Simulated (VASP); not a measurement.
Wanted: the native input for a VASP 6.6.1 run.

- Task: single point
- Functional: BLYP
- Potentials or basis: VASP PAW PBE potentials, release 64 (Na_pv)
- Cutoff: 520 eV
- k mesh: 9 × 9 × 9
- Occupations: fermi-dirac, width 0.1 eV
- Spin: no spin polarisation
- Dipole correction: no
- Further INCAR settings: ALGO = Normal; EDIFF = 1e-07; NBANDS = 10

The structure of Na lies in POSCAR:

```
Na
1.0
    3.4629935964      0.0000000000      0.0000000000
    0.0000000000      3.4629935964      0.0000000000
    0.0000000000      0.0000000000      3.4629935964
Na
1
Direct
    0.0000000000      0.0000000000      0.0000000000
```

One way to write it, as run:

INCAR

```
AGGAC = 1.0 ; AGGAX = 1.0
ALDAC = 0.0 ; ALDAX = 1.0
ALGO = Normal ; EDIFF = 1E-7
ENCUT = 520 ; GGA = B5
ISIF = 2 ; ISMEAR = -1
LASPH = T ; LCHARG = T
LELF = T ; LREAL = F
LVHAR = T ; LWAVE = F
NBANDS = 10 ; NELM = 100
PREC = Accurate ; SIGMA = 0.1
```

KPOINTS

```
k-points
0
Gamma
  9 9 9
```

Potentials or basis: VASP PAW PBE potentials, release 64 (Na_pv).

Launch:

```sh
$ cat potpaw_PBE.64/Na_pv/POTCAR > POTCAR
$ mpirun -np 1 vasp_std > vasp.out
```

It gave:

| Property | Result |
| --- | --- |
| Pressure | 0.0 GPa |

Caveat: the PAW data sets were made with another functional, which shifts forces and pressure a little.

Run time: 25 s on 1 thread of Intel Xeon 8259CL, with other jobs on the host, peak memory 0.15 GiB.
